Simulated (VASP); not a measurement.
A run of VASP 6.6.1 is set up as follows.

The input INCAR:

```
SYSTEM = RbBr
PREC = Accurate
ENCUT = 520
EDIFF = 1E-7
ISMEAR = -1
SIGMA = 0.02
LREAL = .FALSE.
LASPH = .TRUE.
NELM = 80
ALGO = Normal
ISIF = 2
LWAVE = .FALSE.
LCHARG = .TRUE.
GGA = PE
LELF = .TRUE.
LVHAR = .TRUE.
NBANDS = 15
```

Contents of KPOINTS:

```
regular mesh
0
G
  6 6 6
  0 0 0
```

File POSCAR:

```
RbBr
1.0
    4.1642523828      0.0000000000      0.0000000000
    0.0000000000      4.1642523828      0.0000000000
    0.0000000000      0.0000000000      4.1151734636
Rb Br
1 1
Direct
    0.0000000000      0.0000000000      0.0000000000
    0.5000000000      0.5000000000      0.5000000000
```

Potentials or basis: VASP PAW PBE potentials, release 64 (Rb_sv, Br).

The run is started by

```console
$ cat potpaw_PBE.64/Rb_sv/POTCAR potpaw_PBE.64/Br/POTCAR > POTCAR
$ mpirun -np 1 vasp_std > vasp.out
```

**Question.** Estimate the band gap on the k mesh.

**Answer.** 3.99 eV (least direct gap 4.14 eV).

**Question.** Predict the pressure.

**Answer.** 0.6 GPa.

Stress tensor (GPa, compression positive):
```
0.45 0.00 0.00
0.00 0.45 0.00
0.00 0.00 0.80
```

Caveat: the cell differs from its parent crystal (epitaxial xy strain +0.9%); the structure was generated, so it needn't be the stable form of RbBr. A k mesh can miss the band edges.
